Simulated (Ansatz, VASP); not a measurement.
# One calculation of Ge3P2, two programs

```
Ge P
1.0
     5.49699    0.00000    0.00000
    -2.74850    4.76054    0.00000
     0.00000    0.00000    7.63191
Ge P
3 2
Cartesian
  2.7485 -0.0989 3.8160
  -1.2886 2.4297 3.8160
  1.2886 2.4297 3.8160
  2.7485 1.5868 2.0996
  2.7485 1.5868 5.5323
```

Alike in both runs: functional PBE; k mesh 6 × 6 × 4; occupations gaussian, width 0.1 eV; no spin polarisation.

Ansatz relaxed the structure, and its values are those at the end. VASP's run is a single point on that final structure, the one shown.

|  | VASP | Ansatz |
| --- | --- | --- |
| version | VASP 6.6.1 | Ansatz 0.2.0 |
| potentials or method | VASP PAW PBE potentials, release 64 (Ge_d, P), cutoff 520 eV | scalar-relativistic, plane waves, PAW |
| valence electrons in the cell | 52 | 52 |

```csv
,VASP,Ansatz,Ansatz less VASP
gap on the k mesh at the Fermi level (eV),0.71,0.71,+0.002
least direct gap on the mesh (eV),0.91,0.91,-0.001
pressure (GPa),0.0,0.0,+0.07
rms of the force components (eV/Å),0.012,0.002,-0.0101
```
